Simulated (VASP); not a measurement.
Here is a VASP 6.6.1 calculation.

INCAR

```
SYSTEM = LaRe
PREC = Accurate
ENCUT = 520
EDIFF = 1E-6
ISMEAR = 0
SIGMA = 0.05
LREAL = .False.
LASPH = .True.
NELM = 60
ALGO = Fast
ISIF = 2
LWAVE = .False.
LCHARG = .False.
GGA = PE
NBANDS = 16
```

The input KPOINTS:

```
regular mesh
0
Gamma
  10 10 10
  0 0 0
```

File POSCAR:

```
LaRe
1.0
    3.5835543759      0.0000000000      0.0000000000
    0.0000000000      3.5835543759      0.0000000000
    0.0000000000      0.0000000000      3.5835543759
La Re
1 1
Direct
    0.0000000000      0.0000000000      0.0558105107
    0.5000000000      0.5000000000      0.5000000000
```

Potentials or basis: VASP PAW PBE potentials, release 64 (La, Re).

The run is started by

```sh
$ cat potpaw_PBE.64/La/POTCAR potpaw_PBE.64/Re/POTCAR > POTCAR
$ mpirun -np 1 vasp_std > vasp.out
```

Question: What does it give for the pressure?

Answer: 0.4 GPa.

Question: What does it give for the band gap on the k mesh?

Answer: Zero (bands 9 and 10 overlap by 1.86 eV).

Question: Estimate the largest force.

Answer: 0.732 eV/Å.

Stress tensor (GPa, compression positive):
```
 0.84  0.00  0.00
 0.00  0.84  0.00
 0.00  0.00 -0.48
```

Caveat: the cell differs from its parent crystal (atom 1 (La) moved 0.2 Å along z); spin-orbit coupling is left out, which moves the levels of the heavy elements.
